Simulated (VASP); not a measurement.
# SiC (Moissanite) (P6_3mc) in VASP: further runs

The runs below take SiC (Moissanite) through single point, with PBE.

Everything below comes from runs of VASP 6.6.1. Logs are shortened: lines on timing, memory, paths and dates and some standing lists are left out, and cuts for length are marked.

### 1 The cell of the first run

It takes space group P6_3mc (No. 186, hexagonal). Conventional cell: a = 3.076 Å, b = 3.076 Å, c = 5.048 Å, α = 90.00°, β = 90.00°, γ = 120.00°. Si (site symmetry 3m) has 4 C at 1.87 to 1.94 Å within 2.5 Å. C (site symmetry 3m) has 4 Si at 1.87 to 1.94 Å within 2.5 Å.

### 2 Single point, PBE

INCAR

```
SYSTEM = SiC
PREC = Accurate
ENCUT = 520
EDIFF = 1E-6
ISMEAR = -1
SIGMA = 0.05
LREAL = .False.
LASPH = .True.
NELM = 100
ALGO = Normal
ISIF = 2
LWAVE = .False.
LCHARG = .True.
GGA = PE
LELF = .True.
LVHAR = .True.
NBANDS = 16
```

KPOINTS

```
regular mesh
0
Gamma
  12 12 4
  0 0 0
```

POSCAR

```
SiC
1.0
    3.0760000000      0.0000000000      0.0000000000
   -1.5380000000      2.6638940000      0.0000000000
    0.0000000000      0.0000000000      5.0480000000
Si C
2 2
Direct
    0.3333333333      0.6666666667      0.0000000000
    0.6666666667      0.3333333333      0.5000000000
    0.3333333333      0.6666666667      0.3850000000
    0.6666666667      0.3333333333      0.8850000000
```

Potentials or basis: VASP PAW PBE potentials, release 64 (Si, C).

Run with:

```sh
cat potpaw_PBE.64/Si/POTCAR potpaw_PBE.64/C/POTCAR > POTCAR
mpirun -np 1 vasp_std > vasp.out
```

OUTCAR:

```text
SYSTEM = SiC
   PREC = Accurate
   ENCUT = 520
   EDIFF = 1E-6
   ISMEAR = -1
   LREAL = .False.
   LASPH = .True.
   NELM = 100
   ISIF = 2
   GGA = PE

 ion  position               nearest neighbor table
   1  0.333  0.667  0.000-   4 1.87   4 1.87   4 1.87   3 1.94   2 3.09   2 3.09   2 3.09   2 3.09
                             2 3.09   2 3.09
   2  0.667  0.333  0.500-   3 1.87   3 1.87   3 1.87   4 1.94   1 3.09   1 3.09   1 3.09   1 3.09
                             1 3.09   1 3.09
   3  0.333  0.667  0.385-   2 1.87   2 1.87   2 1.87   1 1.94
   4  0.667  0.333  0.885-   1 1.87   1 1.87   1 1.87   2 1.94

  LATTYP: Found a hexagonal cell.
 ALAT       =     3.0760000000
 C/A-ratio  =     1.6410923277

  Lattice vectors:

 A1 = (   3.0760000000,   0.0000000000,   0.0000000000)
 A2 = (  -1.5380000000,   2.6638940000,   0.0000000000)
 A3 = (   0.0000000000,   0.0000000000,   5.0480000000)

Analysis of symmetry for initial positions (statically):
=====================================================================
 Subroutine PRICEL returns:
 Original cell was already a primitive cell.

 Routine SETGRP: Setting up the symmetry group for a
 hexagonal supercell.

 Subroutine GETGRP returns: Found 12 space group operations
 (whereof  6 operations were pure point group operations)
 out of a pool of 24 trial point group operations.

The static configuration has the point symmetry C_3v.
 The point group associated with its full space group is C_6v.

Analysis of symmetry for dynamics (positions and initial velocities):
=====================================================================
 Subroutine PRICEL returns:
 Original cell was already a primitive cell.

 Routine SETGRP: Setting up the symmetry group for a
 hexagonal supercell.

 Subroutine GETGRP returns: Found 12 space group operations
 (whereof  6 operations were pure point group operations)
 out of a pool of 24 trial point group operations.

The dynamic configuration has the point symmetry C_3v.
 The point group associated with its full space group is C_6v.

 Subroutine INISYM returns: Found 12 space group operations
 (whereof  6 operations are pure point group operations),
 and found     1 'primitive' translations

----------------------------------------------------------------------------------------

                                     Primitive cell

  volume of cell :      41.3640

  direct lattice vectors                    reciprocal lattice vectors
     3.076000000  0.000000000  0.000000000     0.325097529  0.187695156  0.000000000
    -1.538000000  2.663894000  0.000000000     0.000000000  0.375390312  0.000000000
     0.000000000  0.000000000  5.048000000     0.000000000  0.000000000  0.198098257

  length of vectors
     3.076000000  3.075999877  5.048000000     0.375390297  0.375390312  0.198098257

  position of ions in fractional coordinates (direct lattice)
     0.333333333  0.666666667  0.000000000
     0.666666667  0.333333333  0.500000000
     0.333333333  0.666666667  0.385000000
     0.666666667  0.333333333  0.885000000

  ion indices of the primitive-cell ions
   primitive index   ion index
                 1           1
                 2           2
                 3           3
                 4           4

----------------------------------------------------------------------------------------

 KPOINTS: regular mesh

Automatic generation of k-mesh.
 Grid dimensions read from file:
 generate k-points for:   12   12    4

 Generating k-lattice:

  Cartesian coordinates                     Fractional coordinates (reciprocal lattice)
     0.027091461  0.015641263  0.000000000     0.083333333  0.000000000  0.000000000
     0.000000000  0.031282526  0.000000000     0.000000000  0.083333333  0.000000000
     0.000000000  0.000000000  0.049524564     0.000000000  0.000000000  0.250000000

  Length of vectors
     0.031282525  0.031282526  0.049524564

  Shift w.r.t. Gamma in fractional coordinates (k-lattice)
     0.000000000  0.000000000  0.000000000

 Subroutine IBZKPT returns following result:
 ===========================================

 Found     57 irreducible k-points:

 Following reciprocal coordinates:
            Coordinates               Weight
  0.000000  0.000000  0.000000      1.000000
  0.083333 -0.000000  0.000000      6.000000
  0.166667 -0.000000  0.000000      6.000000
  0.250000  0.000000  0.000000      6.000000
  0.333333  0.000000  0.000000      6.000000
  0.416667  0.000000  0.000000      6.000000
[... 16 lines left out ...]
  0.250000  0.000000  0.250000     12.000000
  0.333333  0.000000  0.250000     12.000000
 [... further k-points ...]
   k-points           NKPTS =     57   k-points in BZ     NKDIM =     57   number of bands    NBANDS=     16
   number of dos      NEDOS =    301   number of ions     NIONS =      4
   total plane-waves  NPLWV =  23040
   dimension x,y,z NGX =    24 NGY =   24 NGZ =   40
   dimension x,y,z NGXF=    48 NGYF=   48 NGZF=   80
   ions per type =               2   2
   NGX,Y,Z   is equivalent  to a cutoff of  12.97, 12.97, 13.17 a.u.
   NGXF,Y,Z  is equivalent  to a cutoff of  25.94, 25.94, 26.35 a.u.
 SYSTEM =  SiC
   PREC   = accura    normal or accurate (medium, high low for compatibility)
   ISTART =      0    job   : 0-new  1-cont  2-samecut
   ICHARG =      2    charge: 1-file 2-atom 10-const
   ISPIN  =      1    spin polarized calculation?
   LNONCOLLINEAR =      F non collinear calculations
   LSORBIT =      F    spin-orbit coupling
   LASPH  =      T    aspherical Exc in radial PAW
   ENCUT  =  520.0 eV  38.22 Ry    6.18 a.u.   5.72  5.72  9.39*2*pi/ulx,y,z
   NELM   =    100;   NELMIN=  2; NELMDL= -5     # of ELM steps
   EDIFF  = 0.1E-05   stopping-criterion for ELM
   LREAL  =      F    real-space projection
   EDIFFG = 0.1E-04   stopping-criterion for IOM
   NSW    =      0    number of steps for IOM
   IBRION =     -1    ionic relax: 0-MD 1-quasi-New 2-CG
   NFREE  =      0    steps in history (QN), initial steepest desc. (CG)
   ISIF   =      2    stress and relaxation
   ISYM   =      2    0-nonsym 1-usesym 2-fastsym
   POTIM  = 0.5000    time-step for ionic-motion
   TEBEG  =    0.0;   TEEND  =   0.0 temperature during run
   PSTRESS=    0.0 pullay stress
   NELECT =      16.0000    total number of electrons
   NUPDOWN=      -1.0000    fix difference up-down
   EMIN   =  10.00;   EMAX   =-10.00  energy-range for DOS
   EFERMI =   0.00;   METHOD = LEGACY
   ISMEAR =    -1;   SIGMA  =   0.05  broadening in eV -4-tet -1-fermi 0-gaus
   EFERMI_NEDOS =   21; number of points for ismear=-14 and -15
   IALGO  =     38    algorithm
   IMIX   =      4    mixing-type and parameters
     AMIX     =   0.40;   BMIX     =  1.00
     AMIX_MAG =   1.60;   BMIX_MAG =  1.00
  volume/ion in A,a.u.               =      10.34        69.78
  Fermi-wavevector in a.u.,A,eV,Ry     =   1.192817  2.254098 19.358550  1.422813
  Thomas-Fermi vector in A             =   2.328847
   LORBIT       =      0    0 simple, 1 ext, 2 COOP (PROOUT), +10 PAW based schemes
   GGA     = PE    functional components
   LHFCALC =     F    Hartree Fock is set to
   AEXX    =    0.0000 exact exchange contribution
   IVDW    =     0    specifies the selected vdW correction
   LEPSILON=     F    determine dielectric tensor
   LRPA    =     F    only Hartree local field effects (RPA)
 non-spin polarized calculation
  energy-cutoff  :      520.00
  volume of cell :       41.36
 maximum number of plane-waves:      1132
 NGX is ok and might be reduce to    24
   NGX = 11   NGY = 11   NGZ = 19

 number of electron      16.0000000 magnetization

 Free energy of the ion-electron system (eV)
  ---------------------------------------------------
  ext. energy  EPLUGINS =         0.00000000
  ---------------------------------------------------
  free energy    TOTEN  =       -30.06793087 eV

  energy without entropy =      -30.06793087  energy(sigma->0) =      -30.06793087

 E-fermi :   9.3869     XC(G=0): -11.3487

 val. band max:        8.4092629077   @ k =   0.0000   0.0000   0.0000
 cond. band min:      10.7318820511   @ k =   0.3333   0.3333   0.0000
 fundamental gap:      2.3226191434
 Fermi energy:         9.3868774416

 k-point     1 :       0.0000    0.0000    0.0000
  band No.  band energies     occupation
      1      -7.3153      2.00000
      2      -3.8131      2.00000
      3      -0.2833      2.00000
      4       6.8531      2.00000
      5       6.8531      2.00000
      6       8.1336      2.00000
[... 8 lines left out ...]
     15      17.1130      0.00000
     16      19.7530      0.00000

 k-point     2 :       0.0833   -0.0000    0.0000
  band No.  band energies     occupation
      1      -7.1946      2.00000
      2      -3.7094      2.00000
      3      -0.1711      2.00000
      4       6.1768      2.00000
      5       6.6454      2.00000
      6       7.6828      2.00000
[... 8 lines left out ...]
     15      17.4272      0.00000
     16      18.7202      0.00000

 k-point     3 :       0.1667   -0.0000    0.0000
  band No.  band energies     occupation
      1      -6.8357      2.00000
      2      -3.4067      2.00000
      3       0.1564      2.00000
      4       4.6978      2.00000
      5       6.1740      2.00000
      6       6.5730      2.00000
[... 8 lines left out ...]
     15      17.7308      0.00000
     16      18.1237      0.00000

 k-point     4 :       0.2500    0.0000    0.0000
  band No.  band energies     occupation
      1      -6.2496      2.00000
      2      -2.9405      2.00000
      3       0.6499      2.00000
      4       3.0793      2.00000
      5       5.1918      2.00000
      6       5.6606      2.00000
[... 8 lines left out ...]
     15      18.2187      0.00000
     16      18.9911      0.00000

 k-point     5 :       0.3333    0.0000    0.0000
  band No.  band energies     occupation
      1      -5.4639      2.00000
      2      -2.4272      2.00000
      3       0.9020      2.00000
      4       2.0510      2.00000
      5       3.7841      2.00000
      6       5.2354      2.00000
[... 8 lines left out ...]
     15      19.0737      0.00000
     16      20.2105      0.00000

 k-point     6 :       0.4167    0.0000    0.0000
  band No.  band energies     occupation
      1      -4.5631      2.00000
      2      -2.2533      2.00000
      3       0.3975      2.00000
      4       2.3857      2.00000
      5       2.6612      2.00000
      6       4.9615      2.00000
[... 8 lines left out ...]
     15      19.1444      0.00000
     16      20.3687      0.00000
[... 267 lines left out ...]
 k-point    21 :       0.0833   -0.0000    0.2500
  band No.  band energies     occupation
      1      -6.8922      2.00000
      2      -4.6801      2.00000
      3       1.2892      2.00000
      4       6.3720      2.00000
      5       6.7106      2.00000
      6       6.8216      2.00000
[... 8 lines left out ...]
     15      16.8605      0.00000
     16      19.1392      0.00000

 k-point    22 :       0.1667   -0.0000    0.2500
  band No.  band energies     occupation
      1      -6.5357      2.00000
      2      -4.3514      2.00000
      3       1.5434      2.00000
      4       4.9681      2.00000
      5       5.8813      2.00000
      6       6.3708      2.00000
[... 8 lines left out ...]
     15      17.7326      0.00000
     16      18.8994      0.00000

 k-point    23 :       0.2500    0.0000    0.2500
  band No.  band energies     occupation
      1      -5.9545      2.00000
      2      -3.8284      2.00000
      3       1.7596      2.00000
      4       3.5711      2.00000
      5       4.4952      2.00000
      6       5.8730      2.00000
[... 8 lines left out ...]
     15      18.8439      0.00000
     16      19.2178      0.00000

 k-point    24 :       0.3333    0.0000    0.2500
  band No.  band energies     occupation
      1      -5.1781      2.00000
      2      -3.1790      2.00000
      3       1.0989      2.00000
      4       2.9426      2.00000
      5       3.3826      2.00000
      6       5.4571      2.00000
[... 8 lines left out ...]
     15      19.7725      0.00000
     16      20.0520      0.00000

 [... further k-points ...]
[... 5 lines left out ...]
  --------------------------------------------------------------------------------------
  -------------------------------------------------------------------------------------
  Total        1.3578813      1.3578812      0.1042666      0.0000000      0.0000000      0.0000000
  in kB       52.5956450     52.5956394      4.0386237      0.0000000      0.0000000      0.0000000
  external PRESSURE =      36.4099694 kB  Pullay stress =       0.0000000 kB

 VOLUME and BASIS-vectors are now :
 -----------------------------------------------------------------------------
  energy-cutoff  :      520.00
  volume of cell :       41.36
      direct lattice vectors                 reciprocal lattice vectors
     3.076000000  0.000000000  0.000000000     0.325097529  0.187695156  0.000000000
    -1.538000000  2.663894000  0.000000000     0.000000000  0.375390312  0.000000000
     0.000000000  0.000000000  5.048000000     0.000000000  0.000000000  0.198098257

 POSITION                                       TOTAL-FORCE (eV/Angst)
 -----------------------------------------------------------------------------------
     -0.00000      1.77593      0.00000        -0.000000     -0.000000      0.751569
      1.53800      0.88796      2.52400         0.000000      0.000000      0.751569
     -0.00000      1.77593      1.94348        -0.000000      0.000000     -0.751569
      1.53800      0.88796      4.46748         0.000000     -0.000000     -0.751569
 -----------------------------------------------------------------------------------
    total drift:                                0.000000      0.000000     -0.000219

  FREE ENERGIE OF THE ION-ELECTRON SYSTEM (eV)
  ---------------------------------------------------
  free  energy   TOTEN  =       -30.0679308666 eV

  energy  without entropy=      -30.0679308666  energy(sigma->0) =      -30.06793087
```

It took 47 s on 1 thread of Intel Xeon 8259CL, shared host; peak memory 0.17 GiB.

Results:

- Free energy: -30.0679 eV
- Pressure: 3.6 GPa
- Largest force: 0.752 eV/Å
- Band gap on the k mesh: 2.32 eV, indirect (least direct gap 4.08 eV)

Forces on the atoms (eV/Å):
```
Si   0.000  0.000  0.752
Si   0.000  0.000  0.752
C    0.000  0.000 -0.752
C    0.000  0.000 -0.752
```

Stress tensor (GPa, compression positive):
```
5.26 0.00 0.00
0.00 5.26 0.00
0.00 0.00 0.40
```

A k mesh can miss the band edges.

### 3 Single point, PBE

INCAR

```
  PREC = Accurate
  ENCUT = 520
  EDIFF = 1E-6
  ISMEAR = -1
  SIGMA = 0.05
  LREAL = False
  LASPH = True
  NELM = 100
  ALGO = Normal
  ISIF = 2
  LWAVE = False
  LCHARG = True
  GGA = PE
  LELF = True
  LVHAR = True
  NBANDS = 16
```

KPOINTS

```
regular mesh
0
Gamma
  12 12 6
```

POSCAR is that of step 2.

Potentials or basis: VASP PAW PBE potentials, release 64 (Si, C).

Run with:

```sh
cat potpaw_PBE.64/Si/POTCAR potpaw_PBE.64/C/POTCAR > POTCAR
mpirun -np 1 vasp_std > vasp.out
```

It took 60 s on 1 thread of Intel Xeon 8259CL, shared host; peak memory 0.18 GiB.

The run converged. Its results:

| Quantity | Value |
| --- | --- |
| Free energy | -30.0673 eV |
| Pressure | 3.6 GPa |
| Largest force | 0.753 eV/Å |
| Band gap on the k mesh | 2.32 eV, indirect (least direct gap 4.08 eV) |

Forces in eV/Å, atoms in the order of the input:
```
Si   0.000  0.000  0.753
Si   0.000  0.000  0.753
C    0.000  0.000 -0.753
C    0.000  0.000 -0.753
```

Stress tensor (GPa, compression positive):
```
5.25 0.00 0.00
0.00 5.25 0.00
0.00 0.00 0.42
```

Levels at points of the mesh, in eV from the valence-band top:
```tsv
k point	band 4	band 5	band 6	band 7	band 8	band 9	band 10	band 11	band 12	band 13
(0.00, 0.00, 0.00)	-1.56	-1.56	-0.28	-0.28	0.00	4.62	6.03	6.51	6.51	7.55
(0.50, 0.00, 0.00)	-6.55	-5.43	-3.54	-3.26	-1.49	2.59	4.20	6.74	7.20	9.71
(0.00, 0.00, 0.50)	-4.45	-0.97	-0.97	-0.97	-0.97	5.71	5.71	7.17	7.17	7.17
(0.50, 0.00, 0.50)	-8.45	-2.69	-2.69	-2.34	-2.34	3.17	3.17	4.99	4.99	10.38
```

A k mesh can miss the band edges.
